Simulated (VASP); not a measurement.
# TaN (R3m) in VASP: single point with PBE

Aim: the single point of TaN with PBE.

Everything below comes from runs of VASP 6.6.1. Logs are shortened: lines on timing, memory, paths and dates and some standing lists are left out, and cuts for length are marked.

### Step 1. The cell of the first run

Symmetry: R3m, No. 160, trigonal system. Conventional cell: a = 3.333 Å, b = 3.333 Å, c = 8.385 Å, α = 90.00°, β = 90.00°, γ = 120.00°. Within 2.7 Å of Ta (site symmetry 3m) lie 4 N at 2.04 to 2.07 Å. Within 2.7 Å of N (site symmetry 3m) lie 4 Ta at 2.04 to 2.07 Å.

### Step 2. Single point, PBE

Contents of INCAR:

```
SYSTEM = TaN
  PREC = Accurate
  ENCUT = 520
  EDIFF = 1E-6
  ISMEAR = 0
  SIGMA = 0.1
  LREAL = .False.
  LASPH = .True.
  NELM = 60
  ALGO = Normal
  ISIF = 2
  LWAVE = .False.
  LCHARG = .False.
  GGA = PE
  NBANDS = 33
```

Contents of KPOINTS:

```
Automatic mesh
0
Gamma
  18 18 6
  0 0 0
```

Contents of POSCAR:

```
TaN
1.0
    3.3328303849      0.0000000000      0.0000000000
   -1.6664151925      2.8863157799      0.0000000000
    0.0000000000      0.0000000000      8.3852898824
Ta N
3 3
Direct
    0.0000000000      0.0000000000      0.0032170853
    0.3333333333      0.6666666667      0.3365504187
    0.6666666667      0.3333333333      0.6698837520
    0.0000000000      0.0000000000      0.2467829147
    0.3333333333      0.6666666667      0.5801162480
    0.6666666667      0.3333333333      0.9134495813
```

Potentials or basis: VASP PAW PBE potentials, release 64 (Ta_pv, N).

Launch:

```sh
cat potpaw_PBE.64/Ta_pv/POTCAR potpaw_PBE.64/N/POTCAR > POTCAR
mpirun -np 1 vasp_std > vasp.out
```

OUTCAR:

```text
SYSTEM = TaN
   PREC = Accurate
   ENCUT = 520
   EDIFF = 1E-6
   ISMEAR = 0
   LREAL = .False.
   LASPH = .True.
   NELM = 60
   ISIF = 2
   GGA = PE

 ion  position               nearest neighbor table
   1  0.000  0.000  0.003-   4 2.04   6 2.07   6 2.07   6 2.07   3 3.39   3 3.39   3 3.39   2 3.39
                             2 3.39   2 3.39
   2  0.333  0.667  0.337-   5 2.04   4 2.07   4 2.07   4 2.07   3 3.39   3 3.39   3 3.39   1 3.39
                             1 3.39   1 3.39
   3  0.667  0.333  0.670-   6 2.04   5 2.07   5 2.07   5 2.07   2 3.39   1 3.39   2 3.39   1 3.39
                             1 3.39   2 3.39
   4  0.000  0.000  0.247-   1 2.04   2 2.07   2 2.07   2 2.07
   5  0.333  0.667  0.580-   2 2.04   3 2.07   3 2.07   3 2.07
   6  0.667  0.333  0.913-   3 2.04   1 2.07   1 2.07   1 2.07

  LATTYP: Found a hexagonal cell.
 ALAT       =     3.3328303849
 C/A-ratio  =     2.5159665852

  Lattice vectors:

 A1 = (   3.3328303849,   0.0000000000,   0.0000000000)
 A2 = (  -1.6664151925,   2.8863157799,   0.0000000000)
 A3 = (   0.0000000000,   0.0000000000,   8.3852898824)

Analysis of symmetry for initial positions (statically):
=====================================================================
 Subroutine PRICEL returns following result:

  LATTYP: Found a trigonal (rhomboedric) cell.
 ALAT       =     3.3933981912
 COS(alpha) =     0.5176894293

  Lattice vectors:

 A1 = (   1.6664151923,  -0.9621052599,   2.7950966280)
 A2 = (  -0.0000000002,   1.9242105200,   2.7950966280)
 A3 = (  -1.6664151921,  -0.9621052602,   2.7950966263)

   3 primitive cells build up your supercell.

 Routine SETGRP: Setting up the symmetry group for a
 hexagonal supercell.

 Subroutine GETGRP returns: Found  6 space group operations
 (whereof  6 operations were pure point group operations)
 out of a pool of 24 trial point group operations.

The static configuration has the point symmetry C_3v.

Analysis of symmetry for dynamics (positions and initial velocities):
=====================================================================
 Subroutine PRICEL returns following result:

  LATTYP: Found a trigonal (rhomboedric) cell.
 ALAT       =     3.3933981912
 COS(alpha) =     0.5176894293

  Lattice vectors:

 A1 = (   1.6664151923,  -0.9621052599,   2.7950966280)
 A2 = (  -0.0000000002,   1.9242105200,   2.7950966280)
 A3 = (  -1.6664151921,  -0.9621052602,   2.7950966263)

   3 primitive cells build up your supercell.

 Routine SETGRP: Setting up the symmetry group for a
 hexagonal supercell.

 Subroutine GETGRP returns: Found  6 space group operations
 (whereof  6 operations were pure point group operations)
 out of a pool of 24 trial point group operations.

The dynamic configuration has the point symmetry C_3v.

 Subroutine INISYM returns: Found  6 space group operations
 (whereof  6 operations are pure point group operations),
 and found     3 'primitive' translations

----------------------------------------------------------------------------------------

                                     Primitive cell

  volume of cell :      26.8877

  direct lattice vectors                    reciprocal lattice vectors
     1.666415192 -0.962105260  2.795096628     0.300045272 -0.173231219  0.119256461
    -0.000000000  1.924210520  2.795096628    -0.000000000  0.346462437  0.119256461
    -1.666415192 -0.962105260  2.795096626    -0.300045272 -0.173231219  0.119256461

  length of vectors
     3.393398191  3.393398191  3.393398190     0.366412778  0.366412778  0.366412778

  position of ions in fractional coordinates (direct lattice)
     0.003217085  0.003217085  0.003217085
     0.246782915  0.246782915  0.246782915

  ion indices of the primitive-cell ions
   primitive index   ion index
                 1           1
                 2           4

----------------------------------------------------------------------------------------

 KPOINTS: Automatic mesh

Automatic generation of k-mesh.
 Grid dimensions read from file:
 generate k-points for:   18   18    6

 Generating k-lattice:

  Cartesian coordinates                     Fractional coordinates (reciprocal lattice)
     0.016669182  0.009623957  0.000000000     0.055555556  0.000000000  0.000000000
     0.000000000  0.019247913  0.000000000     0.000000000  0.055555556  0.000000000
     0.000000000  0.000000000  0.019876077     0.000000000  0.000000000  0.166666667

  Length of vectors
     0.019247913  0.019247913  0.019876077

  Shift w.r.t. Gamma in fractional coordinates (k-lattice)
     0.000000000  0.000000000  0.000000000

 Subroutine IBZKPT returns following result:
 ===========================================

 Found    202 irreducible k-points:

 Following reciprocal coordinates:
            Coordinates               Weight
  0.000000  0.000000  0.000000      1.000000
  0.055556  0.000000  0.000000      6.000000
  0.111111  0.000000  0.000000      6.000000
  0.166667  0.000000  0.000000      6.000000
  0.222222  0.000000  0.000000      6.000000
  0.277778  0.000000  0.000000      6.000000
[... 16 lines left out ...]
  0.333333  0.111111  0.000000     12.000000
  0.388889  0.111111  0.000000     12.000000
 [... further k-points ...]
   k-points           NKPTS =    202   k-points in BZ     NKDIM =    202   number of bands    NBANDS=     33
   number of dos      NEDOS =    301   number of ions     NIONS =      6
   total plane-waves  NPLWV =  50176
   dimension x,y,z NGX =    28 NGY =   28 NGZ =   64
   dimension x,y,z NGXF=    56 NGYF=   56 NGZF=  128
   ions per type =               3   3
   NGX,Y,Z   is equivalent  to a cutoff of  13.97, 13.97, 12.69 a.u.
   NGXF,Y,Z  is equivalent  to a cutoff of  27.93, 27.93, 25.38 a.u.
 SYSTEM =  TaN
   PREC   = accura    normal or accurate (medium, high low for compatibility)
   ISTART =      0    job   : 0-new  1-cont  2-samecut
   ICHARG =      2    charge: 1-file 2-atom 10-const
   ISPIN  =      1    spin polarized calculation?
   LNONCOLLINEAR =      F non collinear calculations
   LSORBIT =      F    spin-orbit coupling
   LASPH  =      T    aspherical Exc in radial PAW
   ENCUT  =  520.0 eV  38.22 Ry    6.18 a.u.   6.20  6.20 15.59*2*pi/ulx,y,z
   NELM   =     60;   NELMIN=  2; NELMDL= -5     # of ELM steps
   EDIFF  = 0.1E-05   stopping-criterion for ELM
   LREAL  =      F    real-space projection
   EDIFFG = 0.1E-04   stopping-criterion for IOM
   NSW    =      0    number of steps for IOM
   IBRION =     -1    ionic relax: 0-MD 1-quasi-New 2-CG
   NFREE  =      0    steps in history (QN), initial steepest desc. (CG)
   ISIF   =      2    stress and relaxation
   ISYM   =      2    0-nonsym 1-usesym 2-fastsym
   POTIM  = 0.5000    time-step for ionic-motion
   TEBEG  =    0.0;   TEEND  =   0.0 temperature during run
   PSTRESS=    0.0 pullay stress
   NELECT =      48.0000    total number of electrons
   NUPDOWN=      -1.0000    fix difference up-down
   EMIN   =  10.00;   EMAX   =-10.00  energy-range for DOS
   EFERMI =   0.00;   METHOD = LEGACY
   ISMEAR =     0;   SIGMA  =   0.10  broadening in eV -4-tet -1-fermi 0-gaus
   EFERMI_NEDOS =   21; number of points for ismear=-14 and -15
   IALGO  =     38    algorithm
   IMIX   =      4    mixing-type and parameters
     AMIX     =   0.40;   BMIX     =  1.00
     AMIX_MAG =   1.60;   BMIX_MAG =  1.00
  volume/ion in A,a.u.               =      13.44        90.72
  Fermi-wavevector in a.u.,A,eV,Ry     =   1.376988  2.602130 25.797957  1.896096
  Thomas-Fermi vector in A             =   2.502183
   LORBIT       =      0    0 simple, 1 ext, 2 COOP (PROOUT), +10 PAW based schemes
   GGA     = PE    functional components
   LHFCALC =     F    Hartree Fock is set to
   AEXX    =    0.0000 exact exchange contribution
   IVDW    =     0    specifies the selected vdW correction
   LEPSILON=     F    determine dielectric tensor
   LRPA    =     F    only Hartree local field effects (RPA)
 non-spin polarized calculation
 Gauss-broadening in eV      SIGMA  =   0.10
  energy-cutoff  :      520.00
  volume of cell :       80.66
 maximum number of plane-waves:      2204
 NGX is ok and might be reduce to    28
   NGX = 13   NGY = 13   NGZ = 31

 number of electron      48.0000000 magnetization

 Free energy of the ion-electron system (eV)
  ---------------------------------------------------
  ext. energy  EPLUGINS =         0.00000000
  ---------------------------------------------------
  free energy    TOTEN  =       -64.53694469 eV

  energy without entropy =      -64.51585996  energy(sigma->0) =      -64.52640232

 E-fermi :   6.8343     XC(G=0): -11.9362

 val. band max:        6.8337076141   @ k =   0.2778   0.0556   0.0000
 cond. band min:       6.8407469420   @ k =   0.2778   0.1667   0.3333
 fundamental gap:      0.0070393279
 Fermi energy:         6.8343146726

 k-point     1 :       0.0000    0.0000    0.0000
  band No.  band energies     occupation
      1     -29.1664      2.00000
      2     -29.1664      2.00000
      3     -28.8537      2.00000
      4     -28.8437      2.00000
      5     -28.8437      2.00000
      6     -28.8437      2.00000
[... 25 lines left out ...]
     32      11.0996      0.00000
     33      11.7848      0.00000

 k-point     2 :       0.0556    0.0000    0.0000
  band No.  band energies     occupation
      1     -29.1649      2.00000
      2     -29.1646      2.00000
      3     -28.8577      2.00000
      4     -28.8551      2.00000
      5     -28.8509      2.00000
      6     -28.8481      2.00000
[... 25 lines left out ...]
     32      11.1257      0.00000
     33      11.5178      0.00000

 k-point     3 :       0.1111    0.0000    0.0000
  band No.  band energies     occupation
      1     -29.1616      2.00000
      2     -29.1594      2.00000
      3     -28.8884      2.00000
      4     -28.8691      2.00000
      5     -28.8624      2.00000
      6     -28.8605      2.00000
[... 25 lines left out ...]
     32      11.2635      0.00000
     33      11.2941      0.00000

 k-point     4 :       0.1667    0.0000    0.0000
  band No.  band energies     occupation
      1     -29.1591      2.00000
      2     -29.1519      2.00000
      3     -28.9307      2.00000
      4     -28.9037      2.00000
      5     -28.9013      2.00000
      6     -28.8773      2.00000
[... 25 lines left out ...]
     32      11.1689      0.00000
     33      11.6402      0.00000

 k-point     5 :       0.2222    0.0000    0.0000
  band No.  band energies     occupation
      1     -29.1616      2.00000
      2     -29.1458      2.00000
      3     -28.9753      2.00000
      4     -28.9672      2.00000
      5     -28.9366      2.00000
      6     -28.8942      2.00000
[... 604 lines left out ...]
 k-point    22 :       0.2778    0.1111    0.0000
  band No.  band energies     occupation
      1     -29.1880      2.00000
      2     -29.1688      2.00000
      3     -29.0988      2.00000
      4     -29.0149      2.00000
      5     -28.9865      2.00000
      6     -28.9366      2.00000
[... 25 lines left out ...]
     32      11.1179      0.00000
     33      11.3678      0.00000

 k-point    23 :       0.3333    0.1111    0.0000
  band No.  band energies     occupation
      1     -29.2088      2.00000
      2     -29.1877      2.00000
      3     -29.1463      2.00000
      4     -29.0091      2.00000
      5     -28.9877      2.00000
      6     -28.9547      2.00000
[... 25 lines left out ...]
     32      11.0280      0.00000
     33      11.1847      0.00000

 k-point    24 :       0.3889    0.1111    0.0000
  band No.  band energies     occupation
      1     -29.2244      2.00000
      2     -29.1998      2.00000
      3     -29.1803      2.00000
      4     -28.9953      2.00000
      5     -28.9855      2.00000
      6     -28.9674      2.00000
[... 25 lines left out ...]
     32      10.6746      0.00000
     33      11.2622      0.00000

 [... further k-points ...]
[... 5 lines left out ...]
  --------------------------------------------------------------------------------------
  -------------------------------------------------------------------------------------
  Total        0.2508322      0.2508322      0.3048889     -0.0000000      0.0000000      0.0000000
  in kB        4.9821724      4.9821724      6.0558780     -0.0000000      0.0000000      0.0000000
  external PRESSURE =       5.3400742 kB  Pullay stress =       0.0000000 kB

 VOLUME and BASIS-vectors are now :
 -----------------------------------------------------------------------------
  energy-cutoff  :      520.00
  volume of cell :       80.66
      direct lattice vectors                 reciprocal lattice vectors
     3.332830385  0.000000000  0.000000000     0.300045272  0.173231219  0.000000000
    -1.666415192  2.886315780  0.000000000     0.000000000  0.346462437  0.000000000
     0.000000000  0.000000000  8.385289882     0.000000000  0.000000000  0.119256461

 POSITION                                       TOTAL-FORCE (eV/Angst)
 -----------------------------------------------------------------------------------
      0.00000      0.00000      0.02698        -0.000000     -0.000000     -0.003926
     -0.00000      1.92421      2.82207        -0.000000     -0.000000     -0.003926
      1.66642      0.96211      5.61717        -0.000000      0.000000     -0.003926
      0.00000      0.00000      2.06935         0.000000     -0.000000      0.003926
     -0.00000      1.92421      4.86444         0.000000     -0.000000      0.003926
      1.66642      0.96211      7.65954         0.000000      0.000000      0.003926
 -----------------------------------------------------------------------------------
    total drift:                               -0.000000      0.000000     -0.000103

  FREE ENERGIE OF THE ION-ELECTRON SYSTEM (eV)
  ---------------------------------------------------
  free  energy   TOTEN  =       -64.5369446918 eV

  energy  without entropy=      -64.5158599573  energy(sigma->0) =      -64.52640232
```

Wall time 3.7 min (1 thread of Intel Xeon 6975P-C (Granite Rapids), shared host); peak memory 0.53 GiB.

Results:

```yaml
Free_energy: -64.5369 eV
Pressure: 0.5 GPa
Largest_force: 0.004 eV/Å
Band_gap_on_the_k_mesh: zero (bands 24 and 25 overlap by 0.82 eV)
```

Forces on the atoms (eV/Å):
```
Ta   0.000  0.000 -0.004
Ta   0.000  0.000 -0.004
Ta   0.000  0.000 -0.004
N    0.000  0.000  0.004
N    0.000  0.000  0.004
N    0.000  0.000  0.004
```

Caveat: spin-orbit coupling is left out, which moves the levels of the heavy elements.
